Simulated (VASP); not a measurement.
# As (P6/mmm) in VASP: notebook, part 2 of 2

VASP 6.6.1. Earlier steps stand in the parts before.

## Step 3: Single point, PBE (volume scaled by 0.43)

File INCAR:

```
ALGO     = Normal         # electronic algorithm
EDIFF    = 1E-6           # SCF threshold, eV
ENCUT    = 520            # plane-wave cutoff, eV
GGA      = PE             # functional
ISIF     = 2              # what is computed and relaxed
ISMEAR   = -1             # smearing method
LASPH    = True           # aspherical terms in the spheres
LCHARG   = False          # write CHGCAR
LREAL    = False          # projectors in reciprocal space
LWAVE    = False          # write WAVECAR
NBANDS   = 14             # bands
NELM     = 100            # most SCF steps
PREC     = Accurate       # precision mode
SIGMA    = 0.1            # smearing width, eV
```

File KPOINTS:

```
k-points
0
Gamma
  8 8 10
```

File POSCAR:

```
As
1.0
    3.6603706098      0.0000000000      0.0000000000
   -1.8301853049      3.1699739354      0.0000000000
    0.0000000000      0.0000000000      2.1440152472
As
3
Direct
    0.0000000000      0.0000000000      0.0000000000
    0.3333333333      0.6666666667      0.5000000000
    0.6666666667      0.3333333333      0.5000000000
```

Potentials or basis: VASP PAW PBE potentials, release 64 (As).

Command:

```console
$ cat potpaw_PBE.64/As/POTCAR > POTCAR
$ mpirun -np 1 vasp_std > vasp.out
```

OUTCAR:

```text
EDIFF = 1E-6
   ENCUT = 520
   GGA = PE
   ISIF = 2
   ISMEAR = -1
   LASPH = True
   LREAL = False
   NELM = 100
   PREC = Accurate

 ion  position               nearest neighbor table
   1  0.000  0.000  0.000-   2 2.37   3 2.37   2 2.37   3 2.37   3 2.37   3 2.37   2 2.37   2 2.37
                             3 2.37   3 2.37   2 2.37   2 2.37
   2  0.333  0.667  0.500-   3 2.11   3 2.11   3 2.11   1 2.37   1 2.37   1 2.37   1 2.37   1 2.37
                             1 2.37
   3  0.667  0.333  0.500-   2 2.11   2 2.11   2 2.11   1 2.37   1 2.37   1 2.37   1 2.37   1 2.37
                             1 2.37

  LATTYP: Found a hexagonal cell.
 ALAT       =     3.6603706098
 C/A-ratio  =     0.5857372042

  Lattice vectors:

 A1 = (   3.6603706098,   0.0000000000,   0.0000000000)
 A2 = (  -1.8301853049,   3.1699739354,   0.0000000000)
 A3 = (   0.0000000000,   0.0000000000,   2.1440152472)

Analysis of symmetry for initial positions (statically):
=====================================================================
 Subroutine PRICEL returns:
 Original cell was already a primitive cell.

 Routine SETGRP: Setting up the symmetry group for a
 hexagonal supercell.
[... 178 lines left out ...]
      1      -6.3031      2.00000
      2       9.0564      2.00000
      3       9.0564      2.00000
      4       9.2753      2.00000
      5       9.2753      2.00000
      6       9.6105      2.00000
      7       9.6264      2.00000
      8      24.8709      0.00000
      9      29.5684      0.00000
     10      36.2269      0.00000
     11      36.2269      0.00000
     12      38.2740      0.00000
     13      38.2740      0.00000
     14      38.6297      0.00000
[... 377 lines left out ...]
      1      -2.7700      2.00000
      2       1.1403      2.00000
      3       6.6660      2.00000
      4       7.3537      2.00000
      5      17.5353      2.00000
      6      18.0123      2.00000
      7      18.5137      2.00000
      8      21.0697      0.04925
      9      24.2271      0.00000
     10      25.1532      0.00000
     11      25.4118      0.00000
     12      27.6801      0.00000
     13      27.7955      0.00000
     14      34.9554      0.00000

 [... further k-points ...]
[... 5 lines left out ...]
  --------------------------------------------------------------------------------------
  -------------------------------------------------------------------------------------
  Total       67.7067240     67.7067240     67.8824899      0.0000000     -0.0000000      0.0000000
  in kB     4360.4746176   4360.4746177   4371.7943587      0.0000000     -0.0000000      0.0000000
  external PRESSURE =    4364.2478646 kB  Pullay stress =       0.0000000 kB

 VOLUME and BASIS-vectors are now :
 -----------------------------------------------------------------------------
  energy-cutoff  :      520.00
  volume of cell :       24.88
      direct lattice vectors                 reciprocal lattice vectors
     3.660370610  0.000000000  0.000000000     0.273196380  0.157730004  0.000000000
    -1.830185305  3.169973935  0.000000000     0.000000000  0.315460007  0.000000000
     0.000000000  0.000000000  2.144015247     0.000000000  0.000000000  0.466414594

 POSITION                                       TOTAL-FORCE (eV/Angst)
 -----------------------------------------------------------------------------------
      0.00000      0.00000      0.00000        -0.000000     -0.000000      0.000000
     -0.00000      2.11332      1.07201         0.000000      0.000000     -0.000000
      1.83019      1.05666      1.07201         0.000000     -0.000000      0.000000
 -----------------------------------------------------------------------------------
    total drift:                               -0.000000      0.000000     -0.000000

  FREE ENERGIE OF THE ION-ELECTRON SYSTEM (eV)
  ---------------------------------------------------
  free  energy   TOTEN  =         8.0459959029 eV

  energy  without entropy=        8.0719287787  energy(sigma->0) =        8.05896234
```

OSZICAR:

```text
N       E                     dE             d eps       ncg     rms          rms(c)
DAV:   1     0.701461240096E+02    0.70146E+02   -0.72172E+03  1680   0.981E+02
DAV:   2     0.922306893183E+01   -0.60923E+02   -0.56735E+02  2198   0.176E+02
DAV:   3     0.736373375042E+01   -0.18593E+01   -0.18272E+01  2088   0.287E+01
DAV:   4     0.735757471321E+01   -0.61590E-02   -0.61500E-02  1926   0.126E+00
DAV:   5     0.735756575740E+01   -0.89558E-05   -0.89556E-05  2090   0.370E-02    0.160E+01
DAV:   6     0.780099075360E+01    0.44342E+00   -0.30491E-02  1818   0.143E+00    0.966E+00
DAV:   7     0.804515800858E+01    0.24417E+00   -0.61812E-02  1800   0.209E+00    0.168E-01
DAV:   8     0.804598574986E+01    0.82774E-03   -0.14538E-03  2040   0.267E-01    0.782E-02
DAV:   9     0.804598913592E+01    0.33861E-05   -0.42615E-05  1990   0.441E-02    0.383E-02
DAV:  10     0.804599754947E+01    0.84136E-05   -0.16057E-06  1470   0.925E-03    0.791E-03
DAV:  11     0.804599572408E+01   -0.18254E-05   -0.17227E-07  1086   0.344E-03    0.208E-03
DAV:  12     0.804599590286E+01    0.17878E-06   -0.14132E-08  1020   0.935E-04
   1 F= 0.80459959E+01 E0= 0.80589623E+01  d E =-.259329E-01
```

Run time: 14 s. Hardware: 1 thread of Intel Xeon Platinum 8259CL at 2.50GHz (Skylake/Cascade Lake), shared host; peak memory 0.14 GiB.

Results:

* Free energy: 8.0460 eV
* Pressure: 436.4 GPa

Caveat: the cell differs from its parent crystal (volume scaled by 0.43).

## Step 4: Single point, PBE

This run uses another cell than the first one, of 9.64 Å³/atom, 1.163 times its volume.

File INCAR:

```
ALGO = Normal
EDIFF = 1E-7
ENCUT = 520
GGA = PE
ISIF = 2
ISMEAR = -1
LASPH = True
LCHARG = False
LREAL = False
LWAVE = False
NBANDS = 14
NELM = 80
PREC = Accurate
SIGMA = 0.1
```

KPOINTS is that of step 3.

File POSCAR:

```
As
1.0
    3.8527617906      0.0000000000      0.0000000000
   -1.9263808953      3.3365895854      0.0000000000
    0.0000000000      0.0000000000      2.2502730613
As
3
Direct
    0.0000000000      0.0000000000      0.0000000000
    0.3333333333      0.6666666667      0.5000000000
    0.6666666667      0.3333333333      0.5000000000
```

Command:

```console
$ cat potpaw_PBE.64/As/POTCAR > POTCAR
$ mpirun -np 1 vasp_std > vasp.out
```

It took 22 s on 1 thread of Intel Xeon Platinum 8259CL at 2.50GHz (Skylake/Cascade Lake), shared host; peak memory 0.15 GiB.

The run converged. Its results:

```
Free energy : -0.4581 eV
Pressure    : 255.1 GPa
```

Stress tensor (GPa, compression positive):
```
255.02   0.00   0.00
  0.00 255.02   0.00
  0.00   0.00 255.13
```

Levels at points of the mesh, in eV from the Fermi level:
```csv
k point,band 4,band 5,band 6,band 7,band 8,band 9,band 10,band 11,band 12,band 13
"(0.00, 0.00, 0.00)",-10.05,-10.05,-9.80,-9.80,3.98,8.40,13.08,13.08,15.20,15.28
"(0.50, 0.00, 0.00)",-13.62,-0.66,-0.41,0.34,0.52,4.31,7.58,7.63,8.68,11.22
"(0.00, 0.00, 0.50)",-4.93,-4.93,-4.54,-2.85,-2.54,-2.54,-1.74,-1.60,-1.60,1.11
"(0.50, 0.00, 0.50)",-12.15,-7.12,-6.62,-6.57,-4.35,4.64,4.84,6.24,7.86,8.43
```
